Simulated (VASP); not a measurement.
Wanted: the native input for a VASP 6.6.1 run.

| Quantity | Value |
| --- | --- |
| Task | single point |
| Functional | PBE |
| Potentials or basis | VASP PAW PBE potentials, release 64 (Ga_d, As) |
| Cutoff | 500 eV |
| k mesh | 6 × 6 × 6 |
| Occupations | gaussian, width 0.1 eV |
| Spin | no spin polarisation |
| Dipole correction | no |
| Further INCAR settings | ALGO = Normal; EDIFF = 1e-06; NBANDS = 16 |

The structure of GaAs lies in POSCAR:

```
GaAs
1.0
    0.0000000000      2.8265000000      2.8265000000
    2.8265000000      0.0000000000      2.8265000000
    2.8265000000      2.8265000000      0.0000000000
Ga As
1 1
Direct
    0.0000000000      0.0000000000      0.0000000000
    0.2500000000      0.2500000000      0.2500000000
```

The input as run:

INCAR

```
PREC     = Accurate       # precision mode
ENCUT    = 500            # plane-wave cutoff, eV
EDIFF    = 1E-6           # SCF threshold, eV
ISMEAR   = 0              # smearing method
SIGMA    = 0.1            # smearing width, eV
LREAL    = False          # projectors in reciprocal space
LASPH    = True           # aspherical terms in the spheres
NELM     = 120            # most SCF steps
ALGO     = Normal         # electronic algorithm
ISIF     = 2              # what is computed and relaxed
LWAVE    = False          # write WAVECAR
LCHARG   = False          # write CHGCAR
GGA      = PE             # functional
NBANDS   = 16             # bands
GGA_COMPAT= False
```

KPOINTS

```
Automatic mesh
0
Gamma
  6 6 6
```

Potentials or basis: VASP PAW PBE potentials, release 64 (Ga_d, As).

Run with:

```bash
$ cat potpaw_PBE.64/Ga_d/POTCAR potpaw_PBE.64/As/POTCAR > POTCAR
$ mpirun -np 1 vasp_std > vasp.out
```

It gave:

```json
{
 "Pressure": "3.5 GPa",
 "Band gap on the k mesh": "0.52 eV"
}
```

Caveat: the cell stands under pressure.

It took 6.1 s on 1 thread of Intel(R) Xeon(R) 6975P-C (Granite Rapids), with other jobs on the host, peak memory 0.16 GiB.
